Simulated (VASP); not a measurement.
Input of a VASP 6.6.1 run:

The input INCAR:

```
SYSTEM = Sr
PREC = Accurate ; ENCUT = 520
EDIFF = 1E-7 ; ISMEAR = -1
SIGMA = 0.05 ; LREAL = .False.
LASPH = .True. ; NELM = 150
ALGO = Normal ; ISIF = 2
LWAVE = .False. ; LCHARG = .False.
LNONCOLLINEAR = .True. ; MAGMOM = 0 0 0
LORBIT = 11 ; LSORBIT = .True.
GGA_COMPAT = .False. ; LORBMOM = .True.
GGA = PE ; NBANDS = 21
```

The input KPOINTS:

```
regular mesh
0
Gamma
  12 12 12
  0 0 0
```

POSCAR

```
Sr
1.0
   -2.4250000000      2.4250000000      2.4250000000
    2.4250000000     -2.4250000000      2.4250000000
    2.4250000000      2.4250000000     -2.4250000000
Sr
1
Direct
    0.0000000000      0.0000000000      0.0000000000
```

Potentials or basis: VASP PAW PBE potentials, release 64 (Sr_sv).

Launch:

```console
$ cat potpaw_PBE.64/Sr_sv/POTCAR > POTCAR
$ mpirun -np 1 vasp_ncl > vasp.out
```

Problem. What does it give for the net moment?

Solution. 0.00 μB per cell.

Problem. Estimate the pressure.

Solution. -0.6 GPa.

Moments on the atoms (μB; x, y, z):
```
Sr  0.00 0.00 0.00
```
